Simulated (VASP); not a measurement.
# C (I4_1/amd) in VASP: further runs, part 2 of 3

VASP 6.6.1. The steps go on from the part before.

## (3) Single point, PBE

This run uses another cell than the first one, of 8.49 Å³/atom, 2.013 times its volume.

INCAR reads:

```
  PREC = Accurate
  ENCUT = 520
  EDIFF = 1E-6
  ISMEAR = 0
  SIGMA = 0.1
  LREAL = False
  LASPH = True
  NELM = 100
  ALGO = Normal
  ISIF = 2
  LWAVE = False
  LCHARG = False
  GGA = PE
  NBANDS = 26
```

KPOINTS reads:

```
regular mesh
0
Gamma
  8 8 8
```

POSCAR reads:

```
C
1.0
   -2.9762164660      2.9762164660      1.9179759903
    2.9762164660     -2.9762164660      1.9179759903
    2.9762164660      2.9762164660     -1.9179759903
C
8
Direct
    0.8750000000      1.0114307224      0.6364307224
    0.3750000000      0.2385692776      0.3635692776
    0.7614307224      0.6250000000      0.6364307224
   -0.0114307224      0.1250000000      0.3635692776
    0.8750000000      0.2385692776      0.8635692776
    0.3750000000      1.0114307224      0.1364307224
   -0.0114307224      0.6250000000      0.8635692776
    0.7614307224      0.1250000000      0.1364307224
```

Potentials or basis: VASP PAW PBE potentials, release 64 (C).

On the command line:

```console
$ cat potpaw_PBE.64/C/POTCAR > POTCAR
$ mpirun -np 1 vasp_std > vasp.out
```

Run time: 93 s. Hardware: 1 thread of Intel Xeon 6975P-C, shared host; peak memory 0.23 GiB.

Results (log left out):

```
Free energy            : -69.7756 eV
Pressure               : 0.3 GPa
Largest force          : 0.036 eV/Å
Band gap on the k mesh : 2.39 eV, indirect (least direct gap 2.69 eV)
```

Forces on the atoms (eV/Å):
```
C   -0.036  0.000  0.000
C    0.036  0.000  0.000
C    0.000 -0.036  0.000
C    0.000  0.036  0.000
C    0.036  0.000  0.000
C   -0.036  0.000  0.000
C    0.000  0.036  0.000
C    0.000 -0.036  0.000
```

Stress tensor (GPa, compression positive):
```
0.40 0.00 0.00
0.00 0.40 0.00
0.00 0.00 0.01
```

Levels at points of the mesh, in eV from the valence-band top:
```tsv
k point	band 14	band 15	band 16	band 17	band 18	band 19
(0.00, 0.00, 0.00)	-1.64	-1.48	-0.09	3.11	3.11	4.75
(0.50, 0.00, 0.00)	-1.18	-0.92	-0.13	3.57	4.36	4.80
(0.50, 0.50, 0.00)	-1.64	-0.59	-0.59	2.62	2.62	6.06
(0.50, 0.50, 0.50)	-1.67	-0.39	-0.39	2.94	2.94	6.69
```

A k mesh can miss the band edges.

## (4) Single point, PBE

This run uses another cell than the first one, of 8.49 Å³/atom, 2.012 times its volume.

INCAR reads:

```
ALGO = Normal
EDIFF = 1E-7
ENCUT = 520
GGA = PE
ISIF = 2
ISMEAR = 0
LASPH = T
LCHARG = F
LREAL = F
LWAVE = F
NBANDS = 26
NELM = 80
PREC = Accurate
SIGMA = 0.02
```

KPOINTS reads:

```
k-points
0
Gamma
  8 8 8
```

POSCAR reads:

```
C
1.0
   -2.9766690412      2.9766690412      1.9161827686
    2.9766690412     -2.9766690412      1.9161827686
    2.9766690412      2.9766690412     -1.9161827686
C
8
Direct
    0.8750000000      0.0114347610      0.6364347610
    0.3750000000      0.2385652390      0.3635652390
    0.7614347610      0.6250000000      0.6364347610
    0.9885652390      0.1250000000      0.3635652390
    0.8750000000      0.2385652390      0.8635652390
    0.3750000000      0.0114347610      0.1364347610
    0.9885652390      0.6250000000      0.8635652390
    0.7614347610      0.1250000000      0.1364347610
```

Potentials or basis: VASP PAW PBE potentials, release 64 (C).

On the command line:

```console
$ cat potpaw_PBE.64/C/POTCAR > POTCAR
$ mpirun -np 1 vasp_std > vasp.out
```

OUTCAR:

```text
EDIFF = 1E-7
   ENCUT = 520
   GGA = PE
   ISIF = 2
   ISMEAR = 0
   LASPH = T
   LREAL = F
   NELM = 80
   PREC = Accurate

 ion  position               nearest neighbor table
   1  0.875  0.011  0.636-   5 1.35   4 1.50   3 1.50
   2  0.375  0.239  0.364-   6 1.35   4 1.50   3 1.50
   3  0.761  0.625  0.636-   7 1.35   2 1.50   1 1.50
   4  0.989  0.125  0.364-   8 1.35   2 1.50   1 1.50
   5  0.875  0.239  0.864-   1 1.35   7 1.50   8 1.50
   6  0.375  0.011  0.136-   2 1.35   7 1.50   8 1.50
   7  0.989  0.625  0.864-   3 1.35   5 1.50   6 1.50
   8  0.761  0.125  0.136-   4 1.35   5 1.50   6 1.50

  LATTYP: Found a body centered tetragonal cell.
 ALAT       =     5.9533380824
 C/A-ratio  =     0.6437338992

  Lattice vectors:

 A1 = (  -2.9766690412,   2.9766690412,   1.9161827686)
 A2 = (   2.9766690412,  -2.9766690412,   1.9161827686)
 A3 = (   2.9766690412,   2.9766690412,  -1.9161827686)

Analysis of symmetry for initial positions (statically):
=====================================================================
 Subroutine PRICEL returns:
 Original cell was already a primitive cell.

 Routine SETGRP: Setting up the symmetry group for a
 body centered tetragonal supercell.

 Subroutine GETGRP returns: Found 16 space group operations
 (whereof  8 operations were pure point group operations)
 out of a pool of 16 trial point group operations.

The static configuration has the point symmetry D_2d.
 The point group associated with its full space group is D_4h.

Analysis of symmetry for dynamics (positions and initial velocities):
=====================================================================
 Subroutine PRICEL returns:
 Original cell was already a primitive cell.

 Routine SETGRP: Setting up the symmetry group for a
 body centered tetragonal supercell.

 Subroutine GETGRP returns: Found 16 space group operations
[... 139 lines left out ...]
  Thomas-Fermi vector in A             =   2.406707
   LORBIT       =      0    0 simple, 1 ext, 2 COOP (PROOUT), +10 PAW based schemes
   GGA     = PE    functional components
   LHFCALC =     F    Hartree Fock is set to
   AEXX    =    0.0000 exact exchange contribution
   IVDW    =     0    specifies the selected vdW correction
   LEPSILON=     F    determine dielectric tensor
   LRPA    =     F    only Hartree local field effects (RPA)
 non-spin polarized calculation
 Gauss-broadening in eV      SIGMA  =   0.02
  energy-cutoff  :      520.00
  volume of cell :       67.91
 maximum number of plane-waves:      1848
 NGX is ok and might be reduce to    36
   NGX = 17   NGY = 17   NGZ = 17

 number of electron      31.9999999 magnetization

 Free energy of the ion-electron system (eV)
  ---------------------------------------------------
  ext. energy  EPLUGINS =         0.00000000
  ---------------------------------------------------
  free energy    TOTEN  =       -69.77553272 eV

  energy without entropy =      -69.77553272  energy(sigma->0) =      -69.77553272

 E-fermi :   3.6609     XC(G=0): -10.6925

 val. band max:        3.5283219666   @ k =   0.3750   0.2500   0.1250
 cond. band min:       5.9189459946   @ k =  -0.3750   0.3750   0.0000
 fundamental gap:      2.3906240279
 Fermi energy:         3.6608502833

 k-point     1 :       0.0000    0.0000    0.0000
  band No.  band energies     occupation
      1     -14.2616      2.00000
      2      -9.8664      2.00000
      3      -9.6421      2.00000
      4      -9.6421      2.00000
      5      -6.1181      2.00000
      6      -5.6629      2.00000
[... 685 lines left out ...]
     25      14.9195      0.00000
     26      15.1863      0.00000

 [... further k-points ...]

------------------------ aborting loop because EDIFF is reached ----------------------------------------

  FORCE on cell =-STRESS in cart. coord.  units (eV):
  Direction    XX          YY          ZZ          XY          YZ          ZX
  --------------------------------------------------------------------------------------
  -------------------------------------------------------------------------------------
  Total        0.1839965      0.1839965      0.0892221      0.0000000     -0.0000000      0.0000000
  in kB        4.3407245      4.3407245      2.1048696      0.0000000     -0.0000000      0.0000000
  external PRESSURE =       3.5954395 kB  Pullay stress =       0.0000000 kB

 VOLUME and BASIS-vectors are now :
 -----------------------------------------------------------------------------
  energy-cutoff  :      520.00
  volume of cell :       67.91
      direct lattice vectors                 reciprocal lattice vectors
    -2.976669041  2.976669041  1.916182769     0.000000000  0.167972990  0.260935443
     2.976669041 -2.976669041  1.916182769     0.167972990  0.000000000  0.260935443
     2.976669041  2.976669041 -1.916182769     0.167972990  0.167972990  0.000000000

 POSITION                                       TOTAL-FORCE (eV/Angst)
 -----------------------------------------------------------------------------------
     -0.67609      4.46500      0.47905        -0.017636      0.000000     -0.000000
      0.67609      1.48833      0.47905         0.017636      0.000000      0.000000
      1.48833      2.30058      1.43714         0.000000     -0.017636     -0.000000
     -1.48833      3.65276      1.43714         0.000000      0.017636      0.000000
      0.67609      4.46500      0.47905         0.017636      0.000000      0.000000
     -0.67609      1.48833      0.47905        -0.017636      0.000000     -0.000000
      1.48833      3.65276      1.43714         0.000000      0.017636      0.000000
     -1.48833      2.30058      1.43714         0.000000     -0.017636     -0.000000
 -----------------------------------------------------------------------------------
    total drift:                                0.000000     -0.000000     -0.000000

  FREE ENERGIE OF THE ION-ELECTRON SYSTEM (eV)
  ---------------------------------------------------
  free  energy   TOTEN  =       -69.7755327169 eV

  energy  without entropy=      -69.7755327169  energy(sigma->0) =      -69.77553272
```

Wall time 1.8 min (1 thread of Intel Xeon 6975P-C, shared host); peak memory 0.23 GiB.

Results:

| Quantity | Value |
| --- | --- |
| Free energy | -69.7755 eV |
| Pressure | 0.4 GPa |
| Largest force | 0.018 eV/Å |
| Band gap on the k mesh | 2.39 eV, indirect (least direct gap 2.69 eV) |

Forces on the atoms (eV/Å):
```
C   -0.018  0.000  0.000
C    0.018  0.000  0.000
C    0.000 -0.018  0.000
C    0.000  0.018  0.000
C    0.018  0.000  0.000
C   -0.018  0.000  0.000
C    0.000  0.018  0.000
C    0.000 -0.018  0.000
```

Levels at points of the mesh, in eV from the valence-band top:
| k point | band 14 | band 15 | band 16 | band 17 | band 18 | band 19 |
| --- | --- | --- | --- | --- | --- | --- |
| (0.00, 0.00, 0.00) | -1.64 | -1.49 | -0.09 | 3.11 | 3.11 | 4.75 |
| (0.50, 0.00, 0.00) | -1.19 | -0.93 | -0.13 | 3.56 | 4.36 | 4.80 |
| (0.50, 0.50, 0.00) | -1.64 | -0.59 | -0.59 | 2.62 | 2.62 | 6.06 |
| (0.50, 0.50, 0.50) | -1.67 | -0.40 | -0.40 | 2.93 | 2.93 | 6.69 |

[end of part 2 of 3]
